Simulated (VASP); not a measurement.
Write the native input for VASP 6.6.1 that does the following.

| Property | Result |
| --- | --- |
| Task | single point |
| Functional | r2SCAN |
| Potentials or basis | VASP PAW PBE potentials, release 64 (Co, Ti_sv) |
| Cutoff | 660 eV |
| k mesh | 16 × 16 × 16 |
| Occupations | methfessel-paxton, width 0.1 eV |
| Spin | collinear spin, ferromagnetic start |
| Starting moments | [1.0, 0.0] μB |
| Dipole correction | no |
| Further INCAR settings | ALGO = Normal; EDIFF = 1e-06; NBANDS = 22 |

Crystal: TiCo.

```
Co Ti
1.0
     2.98758    0.00000    0.00000
     0.00000    2.98758    0.00000
     0.00000    0.00000    2.98758
Co Ti
1 1
Cartesian
  0.0000 0.0000 0.0000
  1.4938 1.4938 1.4938
```

One way to write it, as run:

POSCAR

```
TiCo
1.0
    2.9875817212      0.0000000000      0.0000000000
    0.0000000000      2.9875817212      0.0000000000
    0.0000000000      0.0000000000      2.9875817212
Co Ti
1 1
Direct
    0.0000000000      0.0000000000      0.0000000000
    0.5000000000      0.5000000000      0.5000000000
```

INCAR.step1

```
SYSTEM = TiCo
ALGO     = Normal         ! electronic algorithm
EDIFF    = 1E-5           ! SCF threshold, eV
ENCUT    = 660            ! plane-wave cutoff, eV
GGA      = PE             ! functional
GGA_COMPAT= .False.      
ISMEAR   = 1              ! smearing method
ISPIN    = 2              ! spin polarisation
LASPH    = .True.         ! aspherical terms in the spheres
LCHARG   = .False.        ! write CHGCAR
LMAXMIX  = 4              ! l up to which the mixer works
LREAL    = .False.        ! projectors in reciprocal space
LWAVE    = .True.         ! write WAVECAR
MAGMOM   = 1 0            ! initial moments
NBANDS   = 22             ! bands
NELM     = 200            ! most SCF steps
PREC     = Accurate       ! precision mode
SIGMA    = 0.1            ! smearing width, eV
```

INCAR.step2

```
SYSTEM = TiCo
ALGO     = Normal         ! electronic algorithm
EDIFF    = 1E-6           ! SCF threshold, eV
ENCUT    = 660            ! plane-wave cutoff, eV
GGA_COMPAT= .False.      
ISIF     = 2              ! what is computed and relaxed
ISMEAR   = 1              ! smearing method
ISPIN    = 2              ! spin polarisation
ISTART   = 1            
LASPH    = .True.         ! aspherical terms in the spheres
LCHARG   = .False.        ! write CHGCAR
LMAXMIX  = 4              ! l up to which the mixer works
LMIXTAU  = .True.       
LORBIT   = 11             ! projections on sites
LREAL    = .False.        ! projectors in reciprocal space
LWAVE    = .False.        ! write WAVECAR
MAGMOM   = 1 0            ! initial moments
METAGGA  = R2SCAN         ! meta-GGA
NBANDS   = 22             ! bands
NELM     = 200            ! most SCF steps
PREC     = Accurate       ! precision mode
SIGMA    = 0.1            ! smearing width, eV
```

KPOINTS

```
k-points
0
Gamma
  16 16 16
  0 0 0
```

Potentials or basis: VASP PAW PBE potentials, release 64 (Co, Ti_sv).

Launch:

```console
$ cat potpaw_PBE.64/Co/POTCAR potpaw_PBE.64/Ti_sv/POTCAR > POTCAR
$ cp INCAR.step1 INCAR
$ mpirun -np 1 vasp_std > vasp.out
$ cp INCAR.step2 INCAR
$ mpirun -np 1 vasp_std > vasp.out
```

It gave:

```json
{"Pressure": "0.2 GPa", "Net moment": "0.88 μB per cell", "Site moments": "Co +1.37; Ti -0.28 μB", "Valence electrons inside the program's atomic spheres": "Co 8.32; Ti 10.24"}
```

Caveat: the PAW data sets were made with another functional, which shifts forces and pressure a little.

It took 7.6 min on 1 thread of Intel(R) Xeon(R) 6975P-C (Granite Rapids) (shared host), peak memory 0.35 GiB.
